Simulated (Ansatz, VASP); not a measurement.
## Two plane-wave programs on GaN

```xyz
4
Lattice="3.1800 0.0000 0.0000 -1.5900 2.7540 0.0000 0.0000 0.0000 5.1660" Properties=species:S:1:pos:R:3 pbc="T T T"
Ga    0.0000    1.8360    0.0000
Ga    1.5900    0.9180    2.5830
N     0.0000    1.8360    1.9373
N     1.5900    0.9180    4.5203
```

Alike in both runs: task single point; functional PBE; k mesh 6 × 6 × 2; no spin polarisation.

|  | VASP | Ansatz |
| --- | --- | --- |
| version | VASP 6.6.1 | Ansatz 0.2.0 |
| potentials or method | VASP PAW PBE potentials, release 64 (Ga_d, N), cutoff 600 eV | plane waves, PAW |
| occupations | gaussian, width 0.01 eV | fixed |
| valence electrons in the cell | 36 | 36 |

|  | VASP | Ansatz | Ansatz less VASP |
| --- | --- | --- | --- |
| gap on the k mesh at the Fermi level (eV) | 1.97 | 1.97 | -0.007 |

The k mesh is coarse, so the values compare programs but aren't converged.
